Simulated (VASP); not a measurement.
A run of VASP 6.6.1:

POSCAR

```
C
1.0
   -0.3864880333      1.6125880011      1.6125880011
    1.6125880011     -0.3864880333      1.6125880011
    1.6125880011      1.6125880011     -0.3864880333
C
2
Direct
    0.5000000000      0.5000000000      0.5000000000
    0.7500000000      0.7500000000      0.7500000000
```

File INCAR.step1:

```
PREC     = Accurate       # precision mode
ENCUT    = 520            # plane-wave cutoff, eV
ISMEAR   = 0              # smearing method
SIGMA    = 0.05           # smearing width, eV
LREAL    = False          # projectors in reciprocal space
LASPH    = True           # aspherical terms in the spheres
NELM     = 100            # most SCF steps
NBANDS   = 11             # bands
GGA      = PE             # functional
ALGO     = Normal         # electronic algorithm
EDIFF    = 1E-4           # SCF threshold, eV
LWAVE    = True           # write WAVECAR
LCHARG   = False          # write CHGCAR
```

The input INCAR.step2:

```
PREC     = Accurate       # precision mode
ENCUT    = 520            # plane-wave cutoff, eV
EDIFF    = 1E-7           # SCF threshold, eV
ISMEAR   = 0              # smearing method
SIGMA    = 0.05           # smearing width, eV
LREAL    = False          # projectors in reciprocal space
LASPH    = True           # aspherical terms in the spheres
NELM     = 100            # most SCF steps
ALGO     = Normal         # electronic algorithm
ISIF     = 2              # what is computed and relaxed
LWAVE    = False          # write WAVECAR
LCHARG   = False          # write CHGCAR
METAGGA  = R2SCAN         # meta-GGA
LMIXTAU  = True         
NBANDS   = 11             # bands
ISTART   = 1
```

KPOINTS

```
Automatic mesh
0
Gamma
  12 12 12
```

Potentials or basis: VASP PAW PBE potentials, release 64 (C).

The run is started by

```sh
$ cat potpaw_PBE.64/C/POTCAR > POTCAR
$ cp INCAR.step1 INCAR
$ mpirun -np 1 vasp_std > vasp.out
$ cp INCAR.step2 INCAR
$ mpirun -np 1 vasp_std > vasp.out
```

Hardware: 1 thread of Intel Xeon 8259CL (shared host).

Problem. Estimate the wall time of this run.

Solution. It took 2.2 min on 1 thread of Intel Xeon 8259CL, on a shared host, peak memory 0.13 GiB. Counts: k points 189.
